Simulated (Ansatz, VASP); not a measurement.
## One calculation of W, two programs

Contents of POSCAR:

```
W
1.0
   15.0000000000      0.0000000000      0.0000000000
    0.0000000000     15.5000000000      0.0000000000
    0.0000000000      0.0000000000     16.0000000000
W
1
Direct
    0.5000000000      0.5000000000      0.5000000000
```

File INCAR.step1:

```
SYSTEM = W
PREC = Accurate ; ENCUT = 520
ISMEAR = 0 ; SIGMA = 0.005
LREAL = .False. ; LASPH = .True.
NELM = 150 ; ISPIN = 2
MAGMOM = 4 ; LMAXMIX = 4
ISYM = 0 ; NBANDS = 17
GGA = PE ; ALGO = Normal
EDIFF = 1E-4 ; LWAVE = .True.
LCHARG = .False.
```

Contents of INCAR.step2:

```
SYSTEM = W
PREC = Accurate ; ENCUT = 520
EDIFF = 1E-6 ; ISMEAR = 0
SIGMA = 0.005 ; LREAL = .False.
LASPH = .True. ; NELM = 150
ALGO = Normal ; ISIF = 2
LWAVE = .False. ; LCHARG = .False.
ISPIN = 2 ; MAGMOM = 4
LORBIT = 11 ; LMAXMIX = 4
METAGGA = R2SCAN ; LMIXTAU = .True.
ISYM = 0 ; NBANDS = 17
ISTART = 1
```

KPOINTS

```
regular mesh
0
Gamma
  1 1 1
  0 0 0
```

Input for Ansatz:

```yaml
crystal:
  lattice:
    - [15.0, 0.0, 0.0]
    - [0.0, 15.5, 0.0]
    - [0.0, 0.0, 16.0]
  atoms:
    - { symbol: W, position: [0.5, 0.5, 0.5], spin: 4.0 }
  symmetry: { detect: false }
basis:
  ecutwfc: 500
kpoints:
  mp_grid: { grid: [1, 1, 1] }
hamiltonian:
  xc: r2scan
scf:
  occupations: { method: gaussian, width: 0.005 }
output:
  forces: true
  eigenvalues: true
  populations: true
magnetization:
  spin_polarized: true
```

Alike in both runs: task single point; functional r2SCAN; k mesh 1 × 1 × 1; occupations gaussian, width 0.005 eV; collinear spin.

|  | VASP | Ansatz |
| --- | --- | --- |
| version | VASP 6.6.1 | Ansatz 0.2.0 |
| potentials or method | VASP PAW PBE potentials, release 64 (W_sv), cutoff 520 eV | scalar-relativistic, plane waves, PAW |
| valence electrons in the cell | 14 | 14 |

|  | VASP | Ansatz | Ansatz less VASP |
| --- | --- | --- | --- |
| gap on the k mesh at the Fermi level (eV) | 2.81 | 2.80 | -0.008 |
| net moment per atom (μB) | 6.00 | 6.00 | 0.000 |
| size of the moment on the site where the two differ most (μB) | 3.96 | 6.00 | +2.041 |

VASP's potentials were made for PBE, not for r2SCAN. Site moments also hang on the region over which each program counts them. Ansatz's warnings: stability check not made.

Neither program's run includes spin-orbit coupling.
